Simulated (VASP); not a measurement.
# HfC5 (P4/mmm) in VASP: relaxation of cell and atoms with PBE

Aim: the relaxation of cell and atoms of HfC5 with PBE.

Program: VASP 6.6.1. These are calculated values, not measurements. Logs are shortened: lines on timing, memory, paths and dates and some standing lists are left out, and cuts for length are marked.

## (1) The cell of the first run

The structure is tetragonal, space group P4/mmm (No. 123). Conventional cell: a = 3.353 Å, b = 3.353 Å, c = 7.090 Å, α = 90.00°, β = 90.00°, γ = 90.00°. Within 3.1 Å of Hf (site symmetry 4/mmm) lie 4 C at 2.37 Å. Within 1.8 Å of C (site symmetry m2m) lie 3 C at 1.34 to 1.42 Å. Within 3.1 Å of C (site symmetry 4/mmm) lie 4 Hf at 2.37 Å.

## (2) Relaxation of cell and atoms, PBE

Contents of INCAR:

```
ALGO     = Normal         # electronic algorithm
EDIFF    = 1E-7           # SCF threshold, eV
EDIFFG   = -0.01          # ionic threshold
ENCUT    = 600            # plane-wave cutoff, eV
GGA      = PE             # functional
IBRION   = 2              # ionic algorithm
ISIF     = 3              # what is computed and relaxed
ISMEAR   = 0              # smearing method
LASPH    = True           # aspherical terms in the spheres
LCHARG   = False          # write CHGCAR
LREAL    = False          # projectors in reciprocal space
LWAVE    = False          # write WAVECAR
NELM     = 60             # most SCF steps
NSW      = 100            # ionic steps
PREC     = Accurate       # precision mode
SIGMA    = 0.1            # smearing width, eV
```

Contents of KPOINTS:

```
k-points
0
Gamma
  10 10 6
```

Contents of POSCAR:

```
HfC5
1.0
    3.3529362493      0.0000000000      0.0000000000
    0.0000000000      3.3529362493      0.0000000000
    0.0000000000      0.0000000000      7.0898953574
Hf C
1 5
Direct
    0.5000000000      0.5000000000      0.0000000000
    0.2999326336      0.0000000000      0.5000000000
    0.7000673664      0.0000000000      0.5000000000
    0.0000000000      0.7000673664      0.5000000000
    0.0000000000      0.2999326336      0.5000000000
    0.0000000000      0.0000000000      0.0000000000
```

Potentials or basis: VASP PAW PBE potentials, release 64 (Hf_pv, C).

Started as:

```
> cat potpaw_PBE.64/Hf_pv/POTCAR potpaw_PBE.64/C/POTCAR > POTCAR
> mpirun -np 1 vasp_std > vasp.out
```

OUTCAR:

```text
EDIFF = 1E-7
   EDIFFG = -0.01
   ENCUT = 600
   GGA = PE
   IBRION = 2
   ISIF = 3
   ISMEAR = 0
   LASPH = True
   LREAL = False
   NELM = 60
   NSW = 100
   PREC = Accurate

 ion  position               nearest neighbor table
   1  0.500  0.500  0.000-   6 2.37   6 2.37   6 2.37   6 2.37
   2  0.300  0.000  0.500-   3 1.34   4 1.42   5 1.42   3 2.01
   3  0.700  0.000  0.500-   2 1.34   4 1.42   5 1.42   2 2.01
   4  0.000  0.700  0.500-   5 1.34   3 1.42   2 1.42   5 2.01
   5  0.000  0.300  0.500-   4 1.34   3 1.42   2 1.42   4 2.01
   6  0.000  0.000  0.000-   1 2.37   1 2.37   1 2.37   1 2.37

  LATTYP: Found a simple tetragonal cell.
 ALAT       =     3.3529362493
 C/A-ratio  =     2.1145333016

  Lattice vectors:

 A1 = (   3.3529362493,   0.0000000000,   0.0000000000)
 A2 = (   0.0000000000,   3.3529362493,   0.0000000000)
 A3 = (   0.0000000000,   0.0000000000,   7.0898953574)

Analysis of symmetry for initial positions (statically):
=====================================================================
 Subroutine PRICEL returns:
 Original cell was already a primitive cell.

 Routine SETGRP: Setting up the symmetry group for a
 simple tetragonal supercell.

 Subroutine GETGRP returns: Found 16 space group operations
 (whereof 16 operations were pure point group operations)
 out of a pool of 16 trial point group operations.

The static configuration has the point symmetry D_4h.

Analysis of symmetry for dynamics (positions and initial velocities):
=====================================================================
 Subroutine PRICEL returns:
 Original cell was already a primitive cell.

 Routine SETGRP: Setting up the symmetry group for a
 simple tetragonal supercell.

 Subroutine GETGRP returns: Found 16 space group operations
 (whereof 16 operations were pure point group operations)
 out of a pool of 16 trial point group operations.

The dynamic configuration has the point symmetry D_4h.

 Subroutine INISYM returns: Found 16 space group operations
 (whereof 16 operations are pure point group operations),
 and found     1 'primitive' translations

----------------------------------------------------------------------------------------

                                     Primitive cell

  volume of cell :      79.7059

  direct lattice vectors                    reciprocal lattice vectors
     3.352936249  0.000000000  0.000000000     0.298246052  0.000000000  0.000000000
     0.000000000  3.352936249  0.000000000     0.000000000  0.298246052  0.000000000
     0.000000000  0.000000000  7.089895357     0.000000000  0.000000000  0.141045805

  length of vectors
     3.352936249  3.352936249  7.089895357     0.298246052  0.298246052  0.141045805

  position of ions in fractional coordinates (direct lattice)
     0.500000000  0.500000000  0.000000000
     0.299932634  0.000000000  0.500000000
     0.700067366  0.000000000  0.500000000
     0.000000000  0.700067366  0.500000000
     0.000000000  0.299932634  0.500000000
     0.000000000  0.000000000  0.000000000

  ion indices of the primitive-cell ions
   primitive index   ion index
                 1           1
                 2           2
                 3           3
                 4           4
                 5           5
                 6           6

----------------------------------------------------------------------------------------

 KPOINTS: k-points

Automatic generation of k-mesh.
 Grid dimensions read from file:
 generate k-points for:   10   10    6

 Generating k-lattice:

  Cartesian coordinates                     Fractional coordinates (reciprocal lattice)
     0.029824605  0.000000000  0.000000000     0.100000000  0.000000000  0.000000000
     0.000000000  0.029824605  0.000000000     0.000000000  0.100000000  0.000000000
     0.000000000  0.000000000  0.023507634     0.000000000  0.000000000  0.166666667

  Length of vectors
     0.029824605  0.029824605  0.023507634

  Shift w.r.t. Gamma in fractional coordinates (k-lattice)
     0.000000000  0.000000000  0.000000000

 Subroutine IBZKPT returns following result:
 ===========================================

 Found     84 irreducible k-points:

 Following reciprocal coordinates:
            Coordinates               Weight
  0.000000  0.000000  0.000000      1.000000
  0.100000  0.000000  0.000000      4.000000
  0.200000  0.000000  0.000000      4.000000
  0.300000  0.000000  0.000000      4.000000
  0.400000  0.000000  0.000000      4.000000
  0.500000  0.000000  0.000000      2.000000
[... 16 lines left out ...]
  0.100000  0.000000  0.166667      8.000000
  0.200000  0.000000  0.166667      8.000000
 [... further k-points ...]
   k-points           NKPTS =     84   k-points in BZ     NKDIM =     84   number of bands    NBANDS=     19
   number of dos      NEDOS =    301   number of ions     NIONS =      6
   total plane-waves  NPLWV =  47040
   dimension x,y,z NGX =    28 NGY =   28 NGZ =   60
   dimension x,y,z NGXF=    56 NGYF=   56 NGZF=  120
   ions per type =               1   5
   NGX,Y,Z   is equivalent  to a cutoff of  13.88, 13.88, 14.07 a.u.
   NGXF,Y,Z  is equivalent  to a cutoff of  27.77, 27.77, 28.14 a.u.
 SYSTEM =  unknown system
   PREC   = accura    normal or accurate (medium, high low for compatibility)
   ISTART =      0    job   : 0-new  1-cont  2-samecut
   ICHARG =      2    charge: 1-file 2-atom 10-const
   ISPIN  =      1    spin polarized calculation?
   LNONCOLLINEAR =      F non collinear calculations
   LSORBIT =      F    spin-orbit coupling
   LASPH  =      T    aspherical Exc in radial PAW
   ENCUT  =  600.0 eV  44.10 Ry    6.64 a.u.   6.70  6.70 14.16*2*pi/ulx,y,z
   NELM   =     60;   NELMIN=  2; NELMDL= -5     # of ELM steps
   EDIFF  = 0.1E-06   stopping-criterion for ELM
   LREAL  =      F    real-space projection
   EDIFFG = -.1E-01   stopping-criterion for IOM
   NSW    =    100    number of steps for IOM
   IBRION =      2    ionic relax: 0-MD 1-quasi-New 2-CG
   NFREE  =      1    steps in history (QN), initial steepest desc. (CG)
   ISIF   =      3    stress and relaxation
   ISYM   =      2    0-nonsym 1-usesym 2-fastsym
   POTIM  = 0.5000    time-step for ionic-motion
   TEBEG  =    0.0;   TEEND  =   0.0 temperature during run
   PSTRESS=    0.0 pullay stress
   NELECT =      30.0000    total number of electrons
   NUPDOWN=      -1.0000    fix difference up-down
   EMIN   =  10.00;   EMAX   =-10.00  energy-range for DOS
   EFERMI =   0.00;   METHOD = LEGACY
   ISMEAR =     0;   SIGMA  =   0.10  broadening in eV -4-tet -1-fermi 0-gaus
   EFERMI_NEDOS =   21; number of points for ismear=-14 and -15
   IALGO  =     38    algorithm
   IMIX   =      4    mixing-type and parameters
     AMIX     =   0.40;   BMIX     =  1.00
     AMIX_MAG =   1.60;   BMIX_MAG =  1.00
  volume/ion in A,a.u.               =      13.28        89.65
  Fermi-wavevector in a.u.,A,eV,Ry     =   1.182003  2.233661 19.009111  1.397130
  Thomas-Fermi vector in A             =   2.318265
   LORBIT       =      0    0 simple, 1 ext, 2 COOP (PROOUT), +10 PAW based schemes
   GGA     = PE    functional components
   LHFCALC =     F    Hartree Fock is set to
   AEXX    =    0.0000 exact exchange contribution
   IVDW    =     0    specifies the selected vdW correction
   LEPSILON=     F    determine dielectric tensor
   LRPA    =     F    only Hartree local field effects (RPA)
 conjugate gradient relaxation of ions
 non-spin polarized calculation
 Gauss-broadening in eV      SIGMA  =   0.10
  energy-cutoff  :      600.00
  volume of cell :       79.71
 maximum number of plane-waves:      2708
 NGX is ok and might be reduce to    28
   NGX = 13   NGY = 13   NGZ = 29

--------------------------------------- Ionic step        1  -------------------------------------------

 number of electron      29.9999995 magnetization

 Free energy of the ion-electron system (eV)
  ---------------------------------------------------
  ext. energy  EPLUGINS =         0.00000000
  ---------------------------------------------------
  free energy    TOTEN  =       -52.40872269 eV

  energy without entropy =      -52.40223377  energy(sigma->0) =      -52.40547823

------------------------ aborting loop because EDIFF is reached ----------------------------------------

  FORCE on cell =-STRESS in cart. coord.  units (eV):
  Direction    XX          YY          ZZ          XY          YZ          ZX
  --------------------------------------------------------------------------------------
  -------------------------------------------------------------------------------------
  Total       -0.0751137     -0.0751137      0.0822264      0.0000000      0.0000000      0.0000000
  in kB       -1.5098683     -1.5098683      1.6528425      0.0000000      0.0000000      0.0000000
  external PRESSURE =      -0.4556314 kB  Pullay stress =       0.0000000 kB
[... 101 lines left out ...]
  FREE ENERGIE OF THE ION-ELECTRON SYSTEM (eV)
  ---------------------------------------------------
  free  energy   TOTEN  =       -52.4114135173 eV

  energy  without entropy=      -52.4050000393  energy(sigma->0) =      -52.40820678

[... ionic steps 4 to 17 ...]

--------------------------------------- Ionic step       18  -------------------------------------------

 number of electron      29.9999995 magnetization

------------------------ aborting loop because EDIFF is reached ----------------------------------------

  FORCE on cell =-STRESS in cart. coord.  units (eV):
  Direction    XX          YY          ZZ          XY          YZ          ZX
  --------------------------------------------------------------------------------------
  -------------------------------------------------------------------------------------
  Total       -0.0330477     -0.0330477      0.0113379      0.0000000      0.0000000      0.0000000
  in kB       -0.6556371     -0.6556371      0.2249339      0.0000000      0.0000000      0.0000000
  external PRESSURE =      -0.3621135 kB  Pullay stress =       0.0000000 kB
[... 65 lines left out ...]
  energy  without entropy=      -52.4055146636  energy(sigma->0) =      -52.40884373

--------------------------------------- Ionic step       20  -------------------------------------------

 number of electron      29.9999995 magnetization

 Free energy of the ion-electron system (eV)
  ---------------------------------------------------
  ext. energy  EPLUGINS =         0.00000000
  ---------------------------------------------------
  free energy    TOTEN  =       -52.41217783 eV

  energy without entropy =      -52.40552541  energy(sigma->0) =      -52.40885162

 E-fermi :   2.9811     XC(G=0):  -9.6009

 val. band max:        2.9784406011   @ k =   0.4000   0.3000   0.5000
 cond. band min:       3.1052129528   @ k =   0.5000   0.4000   0.1667
 fundamental gap:      0.1267723517
 Fermi energy:         2.9810597715

 k-point     1 :       0.0000    0.0000    0.0000
  band No.  band energies     occupation
      1     -28.5367      2.00000
      2     -27.5895      2.00000
      3     -27.5895      2.00000
      4     -16.7015      2.00000
      5      -8.3080      2.00000
      6      -8.1447      2.00000
[... 11 lines left out ...]
     18       5.9265      0.00000
     19       5.9265      0.00000
[... 489 lines left out ...]
      3     -27.5785      2.00000
      4     -16.4284      2.00000
      5     -10.1525      2.00000
      6      -8.1724      2.00000
[... 11 lines left out ...]
     18       6.1127      0.00000
     19       6.4522      0.00000

 [... further k-points ...]
[... 5 lines left out ...]
  --------------------------------------------------------------------------------------
  -------------------------------------------------------------------------------------
  Total        0.0163941      0.0163941      0.0057226      0.0000000      0.0000000      0.0000000
  in kB        0.3252035      0.3252035      0.1135173      0.0000000      0.0000000      0.0000000
  external PRESSURE =       0.2546414 kB  Pullay stress =       0.0000000 kB
[... 21 lines left out ...]
  FREE ENERGIE OF THE ION-ELECTRON SYSTEM (eV)
  ---------------------------------------------------
  free  energy   TOTEN  =       -52.4121778293 eV

  energy  without entropy=      -52.4055254106  energy(sigma->0) =      -52.40885162

 reached required accuracy - stopping structural energy minimisation
```

Wall time 12 min (1 thread of Intel Xeon 6975P-C (Granite Rapids), shared host); peak memory 0.31 GiB.

Results:

* Free energy: -52.4122 eV
* Relaxed volume: 13.46 Å³/atom
* Relaxed cell: a = 3.352 Å, b = 3.352 Å, c = 7.189 Å, α = 90.00°, β = 90.00°, γ = 90.00°
* Space group after relaxing (to 0.05 Å): P4/mmm (No. 123)
* Energy gained by relaxing: 0.6 meV/atom
* Ionic steps: 20
* Pressure after relaxing: 0.0 GPa
* Band gap on the k mesh: zero (band 15 reaches 4.19 eV, above the bottom of band 16 at 2.63 eV)

The path:
| step | energy change (eV) | largest force (eV/Å) | pressure (GPa) | volume (Å³) |
| --- | --- | --- | --- | --- |
| 1 | 0.0000 | 0.4757 | -0.05 | 79.71 |
| 2 | 0.1401 | 3.5969 | 0.65 | 79.66 |
| 3 | -0.0027 | 0.0004 | -0.04 | 79.70 |
| 4 | -0.0027 | 0.0099 | -0.04 | 79.70 |
| 5 | -0.0027 | 0.0093 | 0.25 | 79.67 |
| 6 | -0.0027 | 0.0094 | 0.16 | 79.68 |
| 7 | -0.0028 | 0.0375 | 0.14 | 79.75 |
| 8 | -0.0028 | 0.0762 | 0.13 | 79.81 |
| 9 | -0.0028 | 0.0753 | 0.12 | 79.82 |
| 10 | -0.0029 | 0.0726 | 0.11 | 79.86 |
| 11 | -0.0030 | 0.0672 | 0.07 | 79.93 |
| 12 | -0.0031 | 0.0564 | 0.01 | 80.08 |
| 13 | -0.0033 | 0.0348 | -0.12 | 80.38 |
| 14 | -0.0033 | 0.0083 | -0.37 | 80.97 |
| 15 | -0.0033 | 0.0141 | -0.25 | 80.67 |
| 16 | -0.0034 | 0.0123 | -0.13 | 80.72 |
| 17 | -0.0034 | 0.0298 | -0.06 | 80.75 |
| 18 | -0.0034 | 0.0368 | -0.04 | 80.76 |
| 19 | -0.0035 | 0.0168 | 0.05 | 80.77 |
| 20 | -0.0035 | 0.0012 | 0.03 | 80.77 |

Final structure:
```
Hf C
1.0
     3.35180    0.00000    0.00000
     0.00000    3.35180    0.00000
     0.00000    0.00000    7.18929
Hf C
1 5
Direct
  0.50000 0.50000 0.00000
  0.30082 0.00000 0.50000
  0.69918 0.00000 0.50000
  0.00000 0.69918 0.50000
  0.00000 0.30082 0.50000
  0.00000 0.00000 0.00000
```

Levels at points of the mesh, in eV from the Fermi level:
```tsv
k point	band 12	band 13	band 14	band 15	band 16	band 17	band 18	band 19
(0.00, 0.00, 0.00)	-0.67	-0.08	0.20	1.21	1.21	1.79	2.95	2.95
(0.50, 0.00, 0.00)	-4.15	-3.18	-1.85	-1.53	1.26	3.46	4.46	5.12
(0.50, 0.50, 0.00)	-2.73	-2.73	-0.82	-0.82	1.07	1.13	1.13	1.98
(0.00, 0.00, 0.50)	-1.18	-0.10	0.85	1.19	1.19	1.85	3.09	3.09
(0.50, 0.00, 0.50)	-4.31	-3.03	-1.85	-1.82	1.74	3.47	4.21	4.48
(0.50, 0.50, 0.50)	-2.72	-2.72	-0.70	-0.70	0.84	0.88	0.88	1.78
```

Caveat: spin-orbit coupling is left out, which moves the levels of the heavy elements.
